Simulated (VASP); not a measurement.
# Sb (R-3m) in VASP: a series of runs, part 2 of 2

VASP 6.6.1.

### Step 4. Relaxation of cell and atoms, PBEsol

This run uses another cell than the first one, of 30.21 Å³/atom, 1.032 times its volume.

Input file INCAR:

```
SYSTEM = Sb
ALGO = Normal
EDIFF = 1E-7
EDIFFG = -0.01
ENCUT = 600
GGA = PS
IBRION = 2
ISIF = 3
ISMEAR = -1
LASPH = .True.
LCHARG = .False.
LREAL = .False.
LWAVE = .False.
NELM = 60
NSW = 100
PREC = Accurate
SIGMA = 0.05
```

Input file KPOINTS:

```
k-points
0
Gamma
  9 9 9
  0 0 0
```

Input file POSCAR:

```
Sb
1.0
    2.1542000000      1.2437279500      3.7580000000
   -2.1542000000      1.2437279500      3.7580000000
    0.0000000000     -2.4874559000      3.7580000000
Sb
2
Direct
    0.2334900000      0.2334900000      0.2334900000
    0.7665100000      0.7665100000      0.7665100000
```

Potentials or basis: VASP PAW PBE potentials, release 64 (Sb).

The run is started by

```sh
$ cat potpaw_PBE.64/Sb/POTCAR > POTCAR
$ mpirun -np 1 vasp_std > vasp.out
```

OUTCAR:

```text
SYSTEM = Sb
   EDIFF = 1E-7
   EDIFFG = -0.01
   ENCUT = 600
   GGA = PS
   IBRION = 2
   ISIF = 3
   ISMEAR = -1
   LASPH = .True.
   LREAL = .False.
   NELM = 60
   NSW = 100
   PREC = Accurate

 ion  position               nearest neighbor table
   1  0.233  0.233  0.233-   2 2.91   2 2.91   2 2.91   2 3.35   2 3.35   2 3.35
   2  0.767  0.767  0.767-   1 2.91   1 2.91   1 2.91   1 3.35   1 3.35   1 3.35

  LATTYP: Found a trigonal (rhomboedric) cell.
 ALAT       =     4.5066618304
 COS(alpha) =     0.5430253623

  Lattice vectors:

 A1 = (   2.1542000000,   1.2437279500,   3.7580000000)
 A2 = (  -2.1542000000,   1.2437279500,   3.7580000000)
 A3 = (   0.0000000000,  -2.4874559000,   3.7580000000)

Analysis of symmetry for initial positions (statically):
=====================================================================
 Subroutine PRICEL returns:
 Original cell was already a primitive cell.

 Routine SETGRP: Setting up the symmetry group for a
 trigonal (rhombohedral) supercell.

 Subroutine GETGRP returns: Found 12 space group operations
 (whereof 12 operations were pure point group operations)
 out of a pool of 12 trial point group operations.

The static configuration has the point symmetry D_3d.

Analysis of symmetry for dynamics (positions and initial velocities):
[... 169 lines left out ...]
  external PRESSURE =       2.4811492 kB  Pullay stress =       0.0000000 kB
[... 203 lines left out ...]
--------------------------------------- Ionic step        7  -------------------------------------------

 number of electron      10.0000000 magnetization

 Free energy of the ion-electron system (eV)
  ---------------------------------------------------
  ext. energy  EPLUGINS =         0.00000000
  ---------------------------------------------------
  free energy    TOTEN  =        -9.12288941 eV

  energy without entropy =       -9.12053689  energy(sigma->0) =       -9.12171315

 E-fermi :   7.1998     XC(G=0):  -9.7172

 val. band max:        7.1604045974   @ k =   0.3333   0.1111   0.1111
 cond. band min:       7.2118227954   @ k =   0.4444   0.0000   0.0000
 fundamental gap:      0.0514181980
 Fermi energy:         7.1998109132

 k-point     1 :       0.0000    0.0000    0.0000
  band No.  band energies     occupation
      1      -5.5098      2.00000
      2       2.4916      2.00000
      3       5.2488      2.00000
      4       5.4203      2.00000
      5       5.4203      2.00000
      6       9.5377      0.00000
      7      10.0304      0.00000
      8      10.0304      0.00000
      9      12.1644      0.00000
[... 265 lines left out ...]
 k-point    24 :       0.4444    0.4444    0.0000
  band No.  band energies     occupation
      1      -3.2516      2.00000
      2      -0.5808      2.00000
      3       1.8459      2.00000
      4       3.5105      2.00000
      5       3.5565      2.00000
      6       8.8260      0.00000
      7      12.1695      0.00000
      8      12.5796      0.00000
      9      13.8355      0.00000

 [... further k-points ...]

------------------------ aborting loop because EDIFF is reached ----------------------------------------

  FORCE on cell =-STRESS in cart. coord.  units (eV):
  Direction    XX          YY          ZZ          XY          YZ          ZX
  --------------------------------------------------------------------------------------
  -------------------------------------------------------------------------------------
  Total       -0.0023266     -0.0023266     -0.0161220      0.0000000      0.0000000      0.0000000
  in kB       -0.0623382     -0.0623382     -0.4319634      0.0000000      0.0000000      0.0000000
  external PRESSURE =      -0.1855466 kB  Pullay stress =       0.0000000 kB
[... 17 lines left out ...]
  FREE ENERGIE OF THE ION-ELECTRON SYSTEM (eV)
  ---------------------------------------------------
  free  energy   TOTEN  =        -9.1228894094 eV

  energy  without entropy=       -9.1205368900  energy(sigma->0) =       -9.12171315

 reached required accuracy - stopping structural energy minimisation
```

OSZICAR:

```text
N       E                     dE             d eps       ncg     rms          rms(c)
DAV:   1     0.422288493605E+02    0.42229E+02   -0.40292E+03  1530   0.980E+02
DAV:   2    -0.719191998463E+01   -0.49421E+02   -0.48619E+02  2114   0.133E+02
[... 47 lines left out ...]
   6 F= -.91228671E+01 E0= -.91216898E+01  d E =-.321260E-02
       N       E                     dE             d eps       ncg     rms          rms(c)
DAV:   1    -0.912289535738E+01   -0.28267E-04   -0.16998E-03  1678   0.245E-01    0.172E-02
DAV:   2    -0.912289364898E+01    0.17084E-05   -0.48684E-05  1576   0.539E-02    0.109E-02
DAV:   3    -0.912288939027E+01    0.42587E-05   -0.95775E-06  1727   0.181E-02    0.204E-03
DAV:   4    -0.912288940944E+01   -0.19178E-07   -0.36921E-07  1622   0.486E-03
   7 F= -.91228894E+01 E0= -.91217131E+01  d E =-.223130E-04
```

Run time: 63 s. Hardware: 1 thread of Intel Xeon 6975P-C (Granite Rapids), shared host; peak memory 0.23 GiB.

Results:

```
Free energy                            : -9.1229 eV
Relaxed volume                         : 29.90 Å³/atom
Relaxed cell                           : a = 4.457 Å, b = 4.457 Å, c = 4.457 Å, α = 58.03°, β = 58.03°, γ = 58.03°
Space group after relaxing (to 0.05 Å) : R-3m (No. 166)
Energy gained by relaxing              : 2.8 meV/atom
Ionic steps                            : 7
Pressure after relaxing                : 0.0 GPa
Largest force after relaxing           : 0.007 eV/Å
Band gap on the k mesh                 : 0.05 eV, indirect (least direct gap 0.44 eV)
```

Forces on the atoms (eV/Å):
```
Sb   0.000  0.000 -0.007
Sb   0.000  0.000  0.007
```

The path:
```
step  energy change (eV)  largest force (eV/Å)  pressure (GPa)  volume (Å³)
   1              0.0000                0.1770            0.25        60.41
   2             -0.0024                0.0626           -0.41        60.82
   3             -0.0024                0.0484           -0.50        60.87
   4             -0.0045                0.0268           -0.28        60.41
   5             -0.0056                0.0007            0.03        59.79
   6             -0.0056                0.0008            0.05        59.75
   7             -0.0057                0.0074           -0.02        59.80
```

Final structure:
```
Sb
1.0
     2.16212    1.24830    3.69261
    -2.16212    1.24830    3.69261
     0.00000   -2.49660    3.69261
Sb
2
Direct
  0.23594 0.23594 0.23594
  0.76406 0.76406 0.76406
```

Caveat: the PAW data sets were made with another functional, which shifts forces and pressure a little; spin-orbit coupling is left out, which moves the levels of the heavy elements. A k mesh can miss the band edges.

### Step 5. Relaxation of cell and atoms, LDA

This run uses another cell than the first one, of 30.21 Å³/atom, 1.032 times its volume.

Input file INCAR:

```
SYSTEM = Sb
ALGO = Normal ; EDIFF = 1E-6
EDIFFG = -0.01 ; ENCUT = 600
IBRION = 2 ; ISIF = 3
ISMEAR = -1 ; LASPH = .TRUE.
LCHARG = .FALSE. ; LREAL = .FALSE.
LWAVE = .FALSE. ; NELM = 80
NSW = 100 ; PREC = Accurate
SIGMA = 0.05
```

Input file KPOINTS:

```
k-points
0
G
  9 9 9
  0 0 0
```

POSCAR is that of step 4.

Potentials or basis: VASP PAW LDA potentials, release 64 (Sb).

The run is started by

```sh
$ cat potpaw_LDA.64/Sb/POTCAR > POTCAR
$ mpirun -np 1 vasp_std > vasp.out
```

Wall time 62 s (1 thread of Intel Xeon 6975P-C (Granite Rapids), shared host); peak memory 0.2 GiB.

Results (log left out):

```
Free energy                            : -9.6340 eV
Relaxed volume                         : 29.29 Å³/atom
Relaxed cell                           : a = 4.421 Å, b = 4.421 Å, c = 4.421 Å, α = 58.19°, β = 58.19°, γ = 58.19°
Space group after relaxing (to 0.05 Å) : R-3m (No. 166)
Energy gained by relaxing              : 4.9 meV/atom
Ionic steps                            : 9
Pressure after relaxing                : 0.0 GPa
Band gap on the k mesh                 : 0.03 eV, indirect (least direct gap 0.43 eV)
```

Step by step:
| step | energy change (eV) | largest force (eV/Å) | pressure (GPa) | volume (Å³) |
| --- | --- | --- | --- | --- |
| 1 | 0.0000 | 0.0978 | -0.88 | 60.41 |
| 2 | -0.0042 | 0.1835 | 0.40 | 58.97 |
| 3 | -0.0043 | 0.1743 | 0.26 | 59.12 |
| 4 | -0.0077 | 0.1011 | 0.19 | 58.87 |
| 5 | -0.0097 | 0.0054 | 0.09 | 58.50 |
| 6 | -0.0097 | 0.0040 | 0.09 | 58.46 |
| 7 | -0.0098 | 0.0105 | -0.10 | 58.65 |
| 8 | -0.0098 | 0.0079 | -0.03 | 58.58 |
| 9 | -0.0098 | 0.0006 | -0.01 | 58.57 |

Final structure:
```
Sb
1.0
     2.14976    1.24116    3.65873
    -2.14976    1.24116    3.65873
     0.00000   -2.48233    3.65873
Sb
2
Direct
  0.23620 0.23620 0.23620
  0.76380 0.76380 0.76380
```

Levels at points of the mesh, in eV from the valence-band top:
| k point | band 2 | band 3 | band 4 | band 5 | band 6 | band 7 | band 8 | band 9 |
| --- | --- | --- | --- | --- | --- | --- | --- | --- |
| (0.00, 0.00, 0.00) | -4.66 | -1.96 | -1.81 | -1.81 | 2.39 | 2.87 | 2.87 | 4.97 |

Caveat: spin-orbit coupling is left out, which moves the levels of the heavy elements. Zero-point motion and thermal expansion aren't in these numbers.

### Step 6. Overview

```tsv
task	level	potentials or basis	cell	cutoff (eV)	gap on the mesh (eV)	pressure (GPa)	relaxed volume (Å³/atom)	largest force (eV/Å)
single point	LDA	VASP PAW LDA potentials, release 64 (Sb)	a = 4.425 Å, angles 58.1°, 2 atoms	520	0.04	0.3	-	0.07
single point	PBEsol	VASP PAW PBE potentials, release 64 (Sb)	a = 4.460 Å, angles 57.9°, 2 atoms	520	0.06	0.2	-	0.05
relaxation of cell and atoms	PBEsol	VASP PAW PBE potentials, release 64 (Sb)	relaxed from a = 4.507 Å, angles 57.1°, 2 atoms	600	0.05	0.0	29.90	0.01
relaxation of cell and atoms	LDA	VASP PAW LDA potentials, release 64 (Sb)	relaxed from a = 4.507 Å, angles 57.1°, 2 atoms	600	0.03	0.0	29.29	-
```

Alike in all rows: no spin polarisation; k mesh 9 × 9 × 9; smearing fermi-dirac 0.05 eV.

Caveats: spin-orbit coupling is left out, which moves the levels of the heavy elements; the PAW data sets were made with another functional, which shifts forces and pressure a little (some runs).

Total energies depend on the potentials used, so only differences within one code and one set of settings carry meaning.
